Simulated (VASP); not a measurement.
# KTe2Ir (R-3m) in VASP: single point with PBE

Aim: the single point of KTe2Ir with PBE.

Everything below comes from runs of VASP 6.6.1. Logs are shortened: lines on timing, memory, paths and dates and some standing lists are left out, and cuts for length are marked.

**1. The cell of the first run**

It takes space group R-3m (No. 166, trigonal). Conventional cell: a = 6.395 Å, b = 6.395 Å, c = 11.578 Å, α = 90.00°, β = 90.00°, γ = 120.00°. K (site symmetry -3m) has 2 Te at 2.69 Å within 3.5 Å. Te (site symmetry 3m) has 1 K at 2.69 Å and 1 Ir at 3.10 Å within 3.5 Å. Within 4.2 Å of Ir (site symmetry -3m) lie 8 Te at 3.10 to 3.77 Å and 6 K at 4.17 Å.

The cell was built from a structure type or drawn by symmetry, and may not be a known phase.

**2. Single point, PBE**

INCAR reads:

```
PREC = Accurate
ENCUT = 520
EDIFF = 1E-6
ISMEAR = 0
SIGMA = 0.1
LREAL = F
LASPH = T
NELM = 60
ALGO = Normal
ISIF = 2
LWAVE = F
LCHARG = F
GGA = PE
NBANDS = 23
```

KPOINTS reads:

```
Automatic mesh
0
Gamma
  3 3 3
```

POSCAR reads:

```
KTe2Ir
1.0
    3.1975782600      1.8461226700      3.8592209900
   -3.1975782600      1.8461226700      3.8592209900
    0.0000000000     -3.6922453400      3.8592209900
K Te Ir
1 2 1
Direct
    0.5000000000      0.5000000000      0.5000000000
    0.2677343800      0.2677343800      0.2677343800
    0.7322656200      0.7322656200      0.7322656200
    0.0000000000      0.0000000000      0.0000000000
```

Potentials or basis: VASP PAW PBE potentials, release 64 (K_sv, Te, Ir).

Command:

```sh
> cat potpaw_PBE.64/K_sv/POTCAR potpaw_PBE.64/Te/POTCAR potpaw_PBE.64/Ir/POTCAR > POTCAR
> mpirun -np 1 vasp_std > vasp.out
```

OUTCAR:

```text
PREC = Accurate
   ENCUT = 520
   EDIFF = 1E-6
   ISMEAR = 0
   LREAL = F
   LASPH = T
   NELM = 60
   ISIF = 2
   GGA = PE

 ion  position               nearest neighbor table
   1  0.500  0.500  0.500-   2 2.69   3 2.69
   2  0.268  0.268  0.268-   1 2.69   4 3.10
   3  0.732  0.732  0.732-   1 2.69   4 3.10
   4  0.000  0.000  0.000-   2 3.10   3 3.10

  LATTYP: Found a trigonal (rhomboedric) cell.
 ALAT       =     5.3409982486
 COS(alpha) =     0.2831513204

  Lattice vectors:

 A1 = (   3.1975782600,   1.8461226700,   3.8592209900)
 A2 = (  -3.1975782600,   1.8461226700,   3.8592209900)
 A3 = (   0.0000000000,  -3.6922453400,   3.8592209900)

Analysis of symmetry for initial positions (statically):
=====================================================================
 Subroutine PRICEL returns:
 Original cell was already a primitive cell.

 Routine SETGRP: Setting up the symmetry group for a
 trigonal (rhombohedral) supercell.

 Subroutine GETGRP returns: Found 12 space group operations
 (whereof 12 operations were pure point group operations)
 out of a pool of 12 trial point group operations.

The static configuration has the point symmetry D_3d.

Analysis of symmetry for dynamics (positions and initial velocities):
=====================================================================
 Subroutine PRICEL returns:
 Original cell was already a primitive cell.

 Routine SETGRP: Setting up the symmetry group for a
 trigonal (rhombohedral) supercell.

 Subroutine GETGRP returns: Found 12 space group operations
 (whereof 12 operations were pure point group operations)
 out of a pool of 12 trial point group operations.

The dynamic configuration has the point symmetry D_3d.

 Subroutine INISYM returns: Found 12 space group operations
 (whereof 12 operations are pure point group operations),
 and found     1 'primitive' translations

----------------------------------------------------------------------------------------

                                     Primitive cell

  volume of cell :     136.6887

  direct lattice vectors                    reciprocal lattice vectors
     3.197578260  1.846122670  3.859220990     0.156368339  0.090279302  0.086373217
    -3.197578260  1.846122670  3.859220990    -0.156368339  0.090279302  0.086373217
     0.000000000 -3.692245340  3.859220990     0.000000000 -0.180558605  0.086373217

  length of vectors
[... 65 lines left out ...]
   ENCUT  =  520.0 eV  38.22 Ry    6.18 a.u.   9.93  9.93  9.93*2*pi/ulx,y,z
   NELM   =     60;   NELMIN=  2; NELMDL= -5     # of ELM steps
   EDIFF  = 0.1E-05   stopping-criterion for ELM
   LREAL  =      F    real-space projection
   EDIFFG = 0.1E-04   stopping-criterion for IOM
   NSW    =      0    number of steps for IOM
   IBRION =     -1    ionic relax: 0-MD 1-quasi-New 2-CG
   NFREE  =      0    steps in history (QN), initial steepest desc. (CG)
   ISIF   =      2    stress and relaxation
   ISYM   =      2    0-nonsym 1-usesym 2-fastsym
   POTIM  = 0.5000    time-step for ionic-motion
   TEBEG  =    0.0;   TEEND  =   0.0 temperature during run
   PSTRESS=    0.0 pullay stress
   NELECT =      30.0000    total number of electrons
   NUPDOWN=      -1.0000    fix difference up-down
   EMIN   =  10.00;   EMAX   =-10.00  energy-range for DOS
   EFERMI =   0.00;   METHOD = LEGACY
   ISMEAR =     0;   SIGMA  =   0.10  broadening in eV -4-tet -1-fermi 0-gaus
   EFERMI_NEDOS =   21; number of points for ismear=-14 and -15
   IALGO  =     38    algorithm
   IMIX   =      4    mixing-type and parameters
     AMIX     =   0.40;   BMIX     =  1.00
     AMIX_MAG =   1.60;   BMIX_MAG =  1.00
  volume/ion in A,a.u.               =      34.17       230.61
  Fermi-wavevector in a.u.,A,eV,Ry     =   0.987501  1.866107 13.267843  0.975159
  Thomas-Fermi vector in A             =   2.118960
   LORBIT       =      0    0 simple, 1 ext, 2 COOP (PROOUT), +10 PAW based schemes
   GGA     = PE    functional components
   LHFCALC =     F    Hartree Fock is set to
   AEXX    =    0.0000 exact exchange contribution
   IVDW    =     0    specifies the selected vdW correction
   LEPSILON=     F    determine dielectric tensor
   LRPA    =     F    only Hartree local field effects (RPA)
 non-spin polarized calculation
 Gauss-broadening in eV      SIGMA  =   0.10
  energy-cutoff  :      520.00
  volume of cell :      136.69
 maximum number of plane-waves:      3701
   NGX = 19   NGY = 19   NGZ = 19

 number of electron      29.9999999 magnetization

 Free energy of the ion-electron system (eV)
  ---------------------------------------------------
  ext. energy  EPLUGINS =         0.00000000
  ---------------------------------------------------
  free energy    TOTEN  =       -11.93544290 eV

  energy without entropy =      -11.91334120  energy(sigma->0) =      -11.92439205

 E-fermi :   2.7905     XC(G=0):  -8.7644

 val. band max:        2.7475871557   @ k =   0.3333   0.3333   0.0000
 cond. band min:       2.8236958437   @ k =   0.3333   0.3333   0.3333
 fundamental gap:      0.0761086880
 Fermi energy:         2.7905266438

 k-point     1 :       0.0000    0.0000    0.0000
  band No.  band energies     occupation
      1     -27.1259      2.00000
      2     -11.3649      2.00000
      3     -10.5707      2.00000
      4     -10.5707      2.00000
      5      -8.1371      2.00000
      6      -6.7274      2.00000
[... 145 lines left out ...]
     22       8.5912      0.00000
     23       8.7659      0.00000

------------------------ aborting loop because EDIFF is reached ----------------------------------------

  FORCE on cell =-STRESS in cart. coord.  units (eV):
  Direction    XX          YY          ZZ          XY          YZ          ZX
  --------------------------------------------------------------------------------------
  -------------------------------------------------------------------------------------
  Total       -7.3035634     -7.3035634      2.7870113      0.0000000      0.0000000      0.0000000
  in kB      -85.6076839    -85.6076840     32.6675588      0.0000000      0.0000000      0.0000000
  external PRESSURE =     -46.1826030 kB  Pullay stress =       0.0000000 kB

 VOLUME and BASIS-vectors are now :
 -----------------------------------------------------------------------------
  energy-cutoff  :      520.00
  volume of cell :      136.69
      direct lattice vectors                 reciprocal lattice vectors
     3.197578260  1.846122670  3.859220990     0.156368339  0.090279302  0.086373217
    -3.197578260  1.846122670  3.859220990    -0.156368339  0.090279302  0.086373217
     0.000000000 -3.692245340  3.859220990     0.000000000 -0.180558605  0.086373217

 POSITION                                       TOTAL-FORCE (eV/Angst)
 -----------------------------------------------------------------------------------
      0.00000      0.00000      5.78883         0.000000      0.000000     -0.000000
      0.00000      0.00000      3.09974        -0.000000     -0.000000     -4.294626
      0.00000      0.00000      8.47792        -0.000000     -0.000000      4.294626
      0.00000      0.00000      0.00000        -0.000000      0.000000     -0.000000
 -----------------------------------------------------------------------------------
    total drift:                               -0.000000     -0.000000     -0.000000

  FREE ENERGIE OF THE ION-ELECTRON SYSTEM (eV)
  ---------------------------------------------------
  free  energy   TOTEN  =       -11.9354428984 eV

  energy  without entropy=      -11.9133411951  energy(sigma->0) =      -11.92439205
```

stdout:

```text
POSCAR found type information on POSCAR K TeIr
 POSCAR found :  3 types and       4 ions
 scaLAPACK will be used
 LDA part: xc-table for (Slater+PW92), standard interpolation
 POSCAR, INCAR and KPOINTS ok, starting setup
 FFT: planning ... GRIDC
 FFT: planning ... GRID_SOFT
 FFT: planning ... GRID
 WAVECAR not read
 entering main loop
```

Wall time 20 s (1 thread of Intel Xeon Platinum 8488C (Sapphire Rapids), shared host); peak memory 0.24 GiB.

What came out:

```
Free energy            : -11.9354 eV
Pressure               : -4.6 GPa
Largest force          : 4.295 eV/Å
Band gap on the k mesh : 0.08 eV (least direct gap 0.24 eV)
```

Forces in eV/Å, atoms in the order of the input:
```
K    0.000  0.000  0.000
Te   0.000  0.000 -4.295
Te   0.000  0.000  4.295
Ir   0.000  0.000  0.000
```

Caveat: the cell stands under tension; spin-orbit coupling is left out, which moves the levels of the heavy elements; an odd mesh through Γ misses points on the zone boundary, where band edges can lie; forces of over 1 eV/Å act on the atoms, so gaps and moduli don't describe the material at rest.
